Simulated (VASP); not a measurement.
Wanted: the native input for a VASP 6.6.1 run.

```
Task                   : single point
Functional             : PBE
Potentials or basis    : VASP PAW PBE potentials, release 64 (Si, W_sv)
Cutoff                 : 520 eV
k mesh                 : 8 × 8 × 8
Occupations            : gaussian, width 0.2 eV
Spin                   : no spin polarisation
Dipole correction      : no
Further INCAR settings : ALGO = Normal; EDIFF = 1e-06; NBANDS = 31
```

The structure of Si2W lies in POSCAR:

```
Si2W
1.0
   -0.0000127638      3.2283826355     -0.0000375318
    1.6152692042      1.6142220121     -3.9337927390
   -4.8451602620      1.6142418845     -3.9335573977
Si W
4 2
Direct
    0.3345813819      0.4980956005      0.8326860502
    0.3346428465      0.9981068861      0.3326795438
    0.6654197992      0.0018951236      0.6673121860
    0.6653577349      0.5018934437      0.1673226049
    0.0000148196      1.0000077926      1.0000011188
    0.9999834178      0.5000011534      0.4999984963
```

The input as run:

INCAR

```
ALGO = Normal
EDIFF = 1E-6
ENCUT = 520
GGA = PE
ISIF = 2
ISMEAR = 0
LASPH = True
LCHARG = False
LREAL = False
LWAVE = False
NBANDS = 31
NELM = 100
PREC = Accurate
SIGMA = 0.2
```

KPOINTS

```
k-points
0
Gamma
  8 8 8
```

Potentials or basis: VASP PAW PBE potentials, release 64 (Si, W_sv).

Launch:

```sh
$ cat potpaw_PBE.64/Si/POTCAR potpaw_PBE.64/W_sv/POTCAR > POTCAR
$ mpirun -np 1 vasp_std > vasp.out
```

Results of the run:

```json
{
 "Pressure": "0.0 GPa",
 "Largest force": "0.003 eV/Å",
 "Band gap on the k mesh": "zero (bands 22 and 23 overlap by 1.13 eV)"
}
```

Caveat: spin-orbit coupling is left out, which moves the levels of the heavy elements.

It took 2.8 min on 1 thread of Intel(R) Xeon(R) 6975P-C (Granite Rapids), with other jobs on the host, peak memory 0.58 GiB.
